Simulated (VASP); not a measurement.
# C in VASP: single point with LDA

Aim: the single point of C with LDA.

Program: VASP 6.6.1. These are calculated values, not measurements. Logs are shortened: lines on timing, memory, paths and dates and some standing lists are left out, and cuts for length are marked.

## (1) The cell of the first run

The cell holds a slab with vacuum, 10 atoms: a = 2.444 Å, b = 6.732 Å, c = 18.941 Å, α = 90.00°, β = 90.00°, γ = 90.00°.

## (2) Single point, LDA

INCAR

```
SYSTEM = C
PREC = Accurate
ENCUT = 520
EDIFF = 1E-7
ISMEAR = 0
SIGMA = 0.1
LREAL = .False.
LASPH = .True.
NELM = 80
ALGO = Normal
ISIF = 2
LWAVE = .False.
LCHARG = .True.
LDIPOL = .True.
IDIPOL = 3
DIPOL = 0.5 0.5 0.501
LELF = .True.
LVHAR = .True.
LVACPOTAV = .True.
NBANDS = 31
```

KPOINTS

```
regular mesh
0
Gamma
  12 5 1
  0 0 0
```

POSCAR

```
C
1.0
    2.4443116936      0.0000000000      0.0000000000
    0.0000000000      6.7320042669      0.0000000000
    0.0000000000      0.0000000000     18.9407213265
C
10
Direct
    0.6245233865      0.2500214336      0.3695740980
    0.1244916463      0.2500214336      0.4068450049
    0.3743263931      0.7499785664      0.4254693223
    0.8742946528      0.7499785664      0.4627402291
    0.1241293996      0.2500214336      0.4813645466
    0.6241732078      0.2502324405      0.5176180404
    0.8731956150      0.7493867682      0.5452896230
    0.3716826320      0.7489256033      0.5746938340
    0.6245982798      0.2511940329      0.5953696014
    0.1248243188      0.2518203843      0.6274310733
```

Potentials or basis: VASP PAW LDA potentials, release 64 (C).

Run with:

```console
$ cat potpaw_LDA.64/C/POTCAR > POTCAR
$ mpirun -np 1 vasp_std > vasp.out
```

OUTCAR:

```text
SYSTEM = C
   PREC = Accurate
   ENCUT = 520
   EDIFF = 1E-7
   ISMEAR = 0
   LREAL = .False.
   LASPH = .True.
   NELM = 80
   ISIF = 2

 ion  position               nearest neighbor table
   1  0.625  0.250  0.370-   2 1.41   2 1.41
   2  0.124  0.250  0.407-   1 1.41   5 1.41   1 1.41
   3  0.374  0.750  0.425-   4 1.41   4 1.41
   4  0.874  0.750  0.463-   3 1.41   3 1.41   7 1.56
   5  0.124  0.250  0.481-   6 1.40   6 1.40   2 1.41
   6  0.624  0.250  0.518-   5 1.40   5 1.40   9 1.47
   7  0.873  0.749  0.545-   8 1.34   8 1.35   4 1.56
   8  0.372  0.749  0.575-   7 1.34   7 1.35
   9  0.625  0.251  0.595-  10 1.36  10 1.37   6 1.47
  10  0.125  0.252  0.627-   9 1.36   9 1.37

  LATTYP: Found a simple orthorhombic cell.
 ALAT       =     2.4443116936
 B/A-ratio  =     2.7541513157
 C/A-ratio  =     7.7488977270

  Lattice vectors:

 A1 = (   2.4443116936,   0.0000000000,   0.0000000000)
 A2 = (   0.0000000000,   6.7320042669,   0.0000000000)
 A3 = (   0.0000000000,   0.0000000000,  18.9407213265)

Analysis of symmetry for initial positions (statically):
=====================================================================
 Subroutine PRICEL returns:
 Original cell was already a primitive cell.

 Routine SETGRP: Setting up the symmetry group for a
 simple orthorhombic supercell.

 Subroutine GETGRP returns: Found  1 space group operations
 (whereof  1 operations were pure point group operations)
 out of a pool of  8 trial point group operations.

The static configuration has the point symmetry C_1 .

Analysis of symmetry for dynamics (positions and initial velocities):
=====================================================================
 Subroutine PRICEL returns:
 Original cell was already a primitive cell.

 Routine SETGRP: Setting up the symmetry group for a
 simple orthorhombic supercell.

 Subroutine GETGRP returns: Found  1 space group operations
 (whereof  1 operations were pure point group operations)
 out of a pool of  8 trial point group operations.

The dynamic configuration has the point symmetry C_1 .

 Subroutine INISYM returns: Found  1 space group operations
 (whereof  1 operations are pure point group operations),
 and found     1 'primitive' translations

----------------------------------------------------------------------------------------

                                     Primitive cell

  volume of cell :     311.6718

  direct lattice vectors                    reciprocal lattice vectors
     2.444311694  0.000000000  0.000000000     0.409113127  0.000000000  0.000000000
     0.000000000  6.732004267  0.000000000     0.000000000  0.148544172  0.000000000
     0.000000000  0.000000000 18.940721327     0.000000000  0.000000000  0.052796300

  length of vectors
     2.444311694  6.732004267 18.940721327     0.409113127  0.148544172  0.052796300

  position of ions in fractional coordinates (direct lattice)
     0.624523387  0.250021434  0.369574098
     0.124491646  0.250021434  0.406845005
     0.374326393  0.749978566  0.425469322
     0.874294653  0.749978566  0.462740229
     0.124129400  0.250021434  0.481364547
     0.624173208  0.250232440  0.517618040
     0.873195615  0.749386768  0.545289623
     0.371682632  0.748925603  0.574693834
     0.624598280  0.251194033  0.595369601
     0.124824319  0.251820384  0.627431073

  ion indices of the primitive-cell ions
   primitive index   ion index
                 1           1
                 2           2
                 3           3
                 4           4
                 5           5
                 6           6
                 7           7
                 8           8
                 9           9
                10          10

----------------------------------------------------------------------------------------

 KPOINTS: regular mesh

Automatic generation of k-mesh.
 Grid dimensions read from file:
 generate k-points for:   12    5    1

 Generating k-lattice:

  Cartesian coordinates                     Fractional coordinates (reciprocal lattice)
     0.034092761  0.000000000  0.000000000     0.083333333  0.000000000  0.000000000
     0.000000000  0.029708834  0.000000000     0.000000000  0.200000000  0.000000000
     0.000000000  0.000000000  0.052796300     0.000000000  0.000000000  1.000000000

  Length of vectors
     0.034092761  0.029708834  0.052796300

  Shift w.r.t. Gamma in fractional coordinates (k-lattice)
     0.000000000  0.000000000  0.000000000

 Subroutine IBZKPT returns following result:
 ===========================================

 Found     31 irreducible k-points:

 Following reciprocal coordinates:
            Coordinates               Weight
  0.000000  0.000000  0.000000      1.000000
  0.083333  0.000000  0.000000      2.000000
  0.166667  0.000000  0.000000      2.000000
  0.250000  0.000000  0.000000      2.000000
  0.333333  0.000000  0.000000      2.000000
  0.416667  0.000000  0.000000      2.000000
[... 16 lines left out ...]
  0.166667  0.400000  0.000000      2.000000
  0.166667 -0.400000  0.000000      2.000000
 [... further k-points ...]
   k-points           NKPTS =     31   k-points in BZ     NKDIM =     31   number of bands    NBANDS=     31
   number of dos      NEDOS =    301   number of ions     NIONS =     10
   total plane-waves  NPLWV = 129600
   dimension x,y,z NGX =    18 NGY =   50 NGZ =  144
   dimension x,y,z NGXF=    36 NGYF=  100 NGZF=  288
   ions per type =              10
   NGX,Y,Z   is equivalent  to a cutoff of  12.24, 12.35, 12.64 a.u.
   NGXF,Y,Z  is equivalent  to a cutoff of  24.48, 24.69, 25.28 a.u.
 SYSTEM =  C
   PREC   = accura    normal or accurate (medium, high low for compatibility)
   ISTART =      0    job   : 0-new  1-cont  2-samecut
   ICHARG =      2    charge: 1-file 2-atom 10-const
   ISPIN  =      1    spin polarized calculation?
   LNONCOLLINEAR =      F non collinear calculations
   LSORBIT =      F    spin-orbit coupling
   LASPH  =      T    aspherical Exc in radial PAW
   ENCUT  =  520.0 eV  38.22 Ry    6.18 a.u.   4.54 12.52 35.22*2*pi/ulx,y,z
   NELM   =     80;   NELMIN=  2; NELMDL= -5     # of ELM steps
   EDIFF  = 0.1E-06   stopping-criterion for ELM
   LREAL  =      F    real-space projection
   EDIFFG = 0.1E-05   stopping-criterion for IOM
   NSW    =      0    number of steps for IOM
   IBRION =     -1    ionic relax: 0-MD 1-quasi-New 2-CG
   NFREE  =      0    steps in history (QN), initial steepest desc. (CG)
   ISIF   =      2    stress and relaxation
   ISYM   =      2    0-nonsym 1-usesym 2-fastsym
   POTIM  = 0.5000    time-step for ionic-motion
   TEBEG  =    0.0;   TEEND  =   0.0 temperature during run
   PSTRESS=    0.0 pullay stress
   NELECT =      40.0000    total number of electrons
   NUPDOWN=      -1.0000    fix difference up-down
   EMIN   =  10.00;   EMAX   =-10.00  energy-range for DOS
   EFERMI =   0.00;   METHOD = LEGACY
   ISMEAR =     0;   SIGMA  =   0.10  broadening in eV -4-tet -1-fermi 0-gaus
   EFERMI_NEDOS =   21; number of points for ismear=-14 and -15
   IALGO  =     38    algorithm
   IMIX   =      4    mixing-type and parameters
     AMIX     =   0.40;   BMIX     =  1.00
     AMIX_MAG =   1.60;   BMIX_MAG =  1.00
  volume/ion in A,a.u.               =      31.17       210.33
  Fermi-wavevector in a.u.,A,eV,Ry     =   0.825776  1.560491  9.277898  0.681906
  Thomas-Fermi vector in A             =   1.937693
   LORBIT       =      0    0 simple, 1 ext, 2 COOP (PROOUT), +10 PAW based schemes
   GGA     = CA    functional components
   LHFCALC =     F    Hartree Fock is set to
   AEXX    =    0.0000 exact exchange contribution
   IVDW    =     0    specifies the selected vdW correction
   LEPSILON=     F    determine dielectric tensor
   LRPA    =     F    only Hartree local field effects (RPA)
 non-spin polarized calculation
 Gauss-broadening in eV      SIGMA  =   0.10
  energy-cutoff  :      520.00
  volume of cell :      311.67
 maximum number of plane-waves:      8469
   NGX =  9   NGY = 25   NGZ = 71

 dipolmoment           0.000000      0.000000      0.033716 electrons x Angstroem

 number of electron      39.9999994 magnetization

 dipolmoment           0.000000      0.000000     -0.052121 electrons x Angstroem

 Free energy of the ion-electron system (eV)
  ---------------------------------------------------
  ext. energy  EPLUGINS =         0.00000000
  ---------------------------------------------------
  free energy    TOTEN  =       -87.91159358 eV

  energy without entropy =      -87.86528751  energy(sigma->0) =      -87.88844055

 E-fermi :  -3.6257     XC(G=0):  -3.9618

 val. band max:       -3.6467788511   @ k =   0.4167  -0.2000   0.0000
 cond. band min:      -3.5690266357   @ k =   0.5000   0.0000   0.0000
 fundamental gap:      0.0777522154
 Fermi energy:        -3.6257314590

 k-point     1 :       0.0000    0.0000    0.0000
  band No.  band energies     occupation
      1     -22.3431      2.00000
      2     -21.2879      2.00000
      3     -20.6186      2.00000
      4     -18.5700      2.00000
      5     -18.1531      2.00000
      6     -13.8824      2.00000
[... 23 lines left out ...]
     30       3.8197      0.00000
     31       4.5163      0.00000

 k-point     2 :       0.0833    0.0000    0.0000
  band No.  band energies     occupation
      1     -22.2205      2.00000
      2     -21.1695      2.00000
      3     -20.5006      2.00000
      4     -18.4630      2.00000
      5     -18.0466      2.00000
      6     -13.7943      2.00000
[... 740 lines left out ...]
 k-point    24 :       0.1667   -0.4000    0.0000
  band No.  band energies     occupation
      1     -21.8399      2.00000
      2     -20.8373      2.00000
      3     -20.1439      2.00000
      4     -18.1527      2.00000
      5     -17.7274      2.00000
      6     -13.5589      2.00000
[... 23 lines left out ...]
     30       4.4419      0.00000
     31       4.7198      0.00000

 [... further k-points ...]

------------------------ aborting loop because EDIFF is reached ----------------------------------------

  FORCE on cell =-STRESS in cart. coord.  units (eV):
  Direction    XX          YY          ZZ          XY          YZ          ZX
  --------------------------------------------------------------------------------------
  -------------------------------------------------------------------------------------
  Total        0.7423172     -0.7162107     -1.4158436     -0.0066099      0.0064685     -0.0514999
  in kB        3.8159496     -3.6817467     -7.2782739     -0.0339786      0.0332520     -0.2647398
  external PRESSURE =      -2.3813570 kB  Pullay stress =       0.0000000 kB

 VOLUME and BASIS-vectors are now :
 -----------------------------------------------------------------------------
  energy-cutoff  :      520.00
  volume of cell :      311.67
      direct lattice vectors                 reciprocal lattice vectors
     2.444311694  0.000000000  0.000000000     0.409113127  0.000000000  0.000000000
     0.000000000  6.732004267  0.000000000     0.000000000  0.148544172  0.000000000
     0.000000000  0.000000000 18.940721327     0.000000000  0.000000000  0.052796300

 POSITION                                       TOTAL-FORCE (eV/Angst)
 -----------------------------------------------------------------------------------
      1.52653      1.68315      7.00000        -0.060119      0.001147      1.940503
      0.30430      1.68315      7.70594         0.056318     -0.007479     -3.486770
      0.91497      5.04886      8.05870         0.153150      0.003082      3.451075
      2.13705      5.04886      8.76463        -0.174682     -0.002449     -3.482662
      0.30341      1.68315      9.11739         0.020665      0.005505      1.441816
      1.52567      1.68457      9.80406         0.004322      0.000174      0.004112
      2.13436      5.04487     10.32818         0.004865     -0.000339      0.025586
      0.90851      5.04177     10.88512        -0.007021     -0.000143      0.031521
      1.52671      1.69104     11.27673         0.004332      0.000455      0.019573
      0.30511      1.69526     11.88400        -0.001830      0.000047      0.055247
 -----------------------------------------------------------------------------------
    total drift:                               -0.000672     -0.000073     -0.000012

  FREE ENERGIE OF THE ION-ELECTRON SYSTEM (eV)
  ---------------------------------------------------
  free  energy   TOTEN  =       -87.9115935843 eV

  energy  without entropy=      -87.8652875114  energy(sigma->0) =      -87.88844055

 vacuum level on the upper side and lower side of the slab         2.763         3.336
```

Wall time 6.5 min (1 thread of Intel Xeon 6975P-C (Granite Rapids), shared host); peak memory 0.4 GiB.

What came out:

* Free energy: -87.9116 eV
* Largest force: 3.487 eV/Å
* Band gap on the k mesh: zero (bands 20 and 21 overlap by 0.22 eV)

Forces in eV/Å, atoms in the order of the input:
```
C   -0.060  0.001  1.941
C    0.056 -0.007 -3.487
C    0.153  0.003  3.451
C   -0.175 -0.002 -3.483
C    0.021  0.006  1.442
C    0.004  0.000  0.004
C    0.005  0.000  0.026
C   -0.007  0.000  0.032
C    0.004  0.000  0.020
C   -0.002  0.000  0.055
```

Levels at points of the mesh, in eV from the Fermi level:
```csv
k point,band 16,band 17,band 18,band 19,band 20,band 21,band 22,band 23,band 24,band 25
"(0.00, 0.00, 0.00)",-3.36,-3.33,-3.09,-1.68,-0.33,0.58,1.48,3.93,5.27,5.37
"(0.50, 0.00, 0.00)",-1.20,-1.11,-0.42,-0.24,0.06,0.27,0.51,0.83,1.46,2.16
```
